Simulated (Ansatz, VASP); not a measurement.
NbAs: VASP beside Ansatz

```
Nb As
1.0
    -1.72585    1.72585    5.84000
     1.72585   -1.72585    5.84000
     1.72585    1.72585   -5.84000
Nb As
2 2
Direct
  0.00000 0.00000 0.00000
  0.75000 0.25000 0.50000
  0.41600 0.41600 0.00000
  0.16600 0.66600 0.50000
```

Alike in both runs: task relaxation of cell and atoms; functional PBE; k mesh 14 × 14 × 14; occupations gaussian, width 0.05 eV; no spin polarisation.

|  | VASP | Ansatz |
| --- | --- | --- |
| version | VASP 6.6.1 | Ansatz 0.2.0 |
| potentials or method | VASP PAW PBE potentials, release 64 (Nb_sv, As) | scalar-relativistic, plane waves, PAW |
| plane-wave cutoff (eV) | 600 | 420 |
| valence electrons in the cell | 36 | 56 |

Ansatz gave:

| Property | Result |
| --- | --- |
| relaxed volume (Å³/atom) | 17.72 |
| relaxed cell length with the largest relative difference (Å) | 6.370 |

Task: What did VASP give for the same quantities?

Result: Relaxed volume (Å³/atom): 17.72; relaxed cell length with the largest relative difference (Å): 6.369.

VASP's potentials hold 36 valence electrons a cell and Ansatz's 56, so a difference there can come from the potentials and not from the codes.
